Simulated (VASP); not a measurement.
Runs of VASP 6.6.1 on MnHg. The structure is that of space group Pm-3m (No. 221), or close to it. The cells are those of the table. 

```tsv
task	cell	gap on the mesh (eV)	pressure (GPa)	moment (μB)
single point	a = 3.260, b = 3.260, c = 3.285 Å, 2 atoms	none	4.5	3.82
electric field gradients	a = 3.288, b = 3.288, c = 3.313 Å, 2 atoms	none	2.1	3.86
single point	a = 3.315, b = 3.315, c = 3.340 Å, 2 atoms	none	(b)	3.93
single point	a = 3.288, b = 3.288, c = 3.313 Å, 2 atoms	none	2.1	3.86
single point	a = 3.232, b = 3.232, c = 3.257 Å, 2 atoms	none	7.4	(a)
```

Alike in all rows: level PBE; potentials or basis VASP PAW PBE potentials, release 64 (Mn_pv, Hg); spin collinear, ferromagnetic start; k mesh 10 × 10 × 10; cutoff (eV) 520; smearing fermi-dirac 0.05 eV.

Fill in the values left out.

(a) 3.78; (b) 0.3.

Caveats: spin-orbit coupling is left out, which moves the levels of the heavy elements.

A k mesh can miss the band edges, and the runs leave out spin-orbit coupling on Hg.

A gap of «none» marks levels without a gap at the run's occupations.
